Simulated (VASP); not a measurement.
Write the native input for VASP 6.6.1 that does the following.

| Item | Value |
| --- | --- |
| Task | single point |
| Functional | PBE |
| Potentials or basis | VASP PAW PBE potentials, release 64 (Li_sv, Cl) |
| Cutoff | 520 eV |
| k mesh | 8 × 8 × 8 |
| Occupations | gaussian, width 0.05 eV |
| Spin | no spin polarisation |
| Dipole correction | no |
| Further INCAR settings | ALGO = Normal; EDIFF = 1e-07; NBANDS = 12 |

The structure of LiCl lies in POSCAR:

```
LiCl
1.0
    0.0000000000      2.6929980000      2.4365220000
    2.6929980000      0.0000000000      2.4365220000
    2.6929980000      2.6929980000      0.0000000000
Li Cl
1 1
Direct
    0.0000000000      0.0000000000      0.0000000000
    0.5000000000      0.5000000000      0.5000000000
```

This cell differs from its parent crystal: strain +0.050 along x and y, -0.050 along z.

These files were run (other wordings do the same):

INCAR

```
PREC = Accurate
ENCUT = 520
EDIFF = 1E-7
ISMEAR = 0
SIGMA = 0.05
LREAL = F
LASPH = T
NELM = 60
ALGO = Normal
ISIF = 2
LWAVE = F
LCHARG = F
GGA = PE
NBANDS = 12
```

KPOINTS

```
Automatic mesh
0
Gamma
  8 8 8
```

Potentials or basis: VASP PAW PBE potentials, release 64 (Li_sv, Cl).

Command:

```sh
$ cat potpaw_PBE.64/Li_sv/POTCAR potpaw_PBE.64/Cl/POTCAR > POTCAR
$ mpirun -np 1 vasp_std > vasp.out
```

It gave:

The band gap on the k mesh is 6.00 eV, direct.

Caveat: the cell differs from its parent crystal (strain +0.050 along x and y, -0.050 along z).

Wall time 47 s on 1 thread of Intel Xeon 8259CL, on a shared host, peak memory 0.16 GiB.
